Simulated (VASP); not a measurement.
Runs of VASP 6.6.1 on Au. The structure is that of space group Im-3m (No. 229), or close to it. The cells are those of the table. 

| task | cell | k mesh | cutoff (eV) | smearing | gap on the mesh (eV) | pressure (GPa) |
| --- | --- | --- | --- | --- | --- | --- |
| single point | a = 2.836 Å, angles 109.5°, 1 atom | 18 × 18 × 18 | 520 | gaussian 0.1 eV | none | -5.0 |
| single point | a = 2.808 Å, angles 109.5°, 1 atom | 18 × 18 × 18 | 520 | gaussian 0.1 eV | none | -0.2 |
| single point | a = 2.809 Å, angles 109.5°, 1 atom | 20 × 20 × 20 | 520 | fermi-dirac 0.15 eV | none | -0.3 |
| single point | a = 2.807 Å, angles 109.5°, 1 atom | 8 × 8 × 8 | 500 | gaussian 0.1 eV | none | -0.3 |
| single point | a = 2.721 Å, angles 109.5°, 1 atom | 18 × 18 × 18 | 520 | gaussian 0.1 eV | none | (a) |
| relaxation of cell and atoms | relaxed from a = 2.807 Å, angles 109.5°, 1 atom | 18 × 18 × 18 | 600 | gaussian 0.1 eV | none | 0.0 |
| relaxation of cell and atoms | relaxed to 90 GPa from a = 2.579 Å, angles 109.5°, 1 atom | 20 × 20 × 20 | 600 | gaussian 0.1 eV | none | 90.0 |

Alike in all rows: level PBEsol; potentials or basis VASP PAW PBE potentials, release 64 (Au); no spin polarisation.

Task: Fill in the values left out.

Result: (a) 21.2.

Caveats: the PAW data sets were made with another functional, which shifts forces and pressure a little; spin-orbit coupling is left out, which moves the levels of the heavy elements; the cell is relaxed towards a set pressure, so the enthalpy falls and the energy may rise (some runs).

A k mesh can miss the band edges, and the runs leave out spin-orbit coupling on Au.

A gap of «none» marks levels without a gap at the run's occupations.
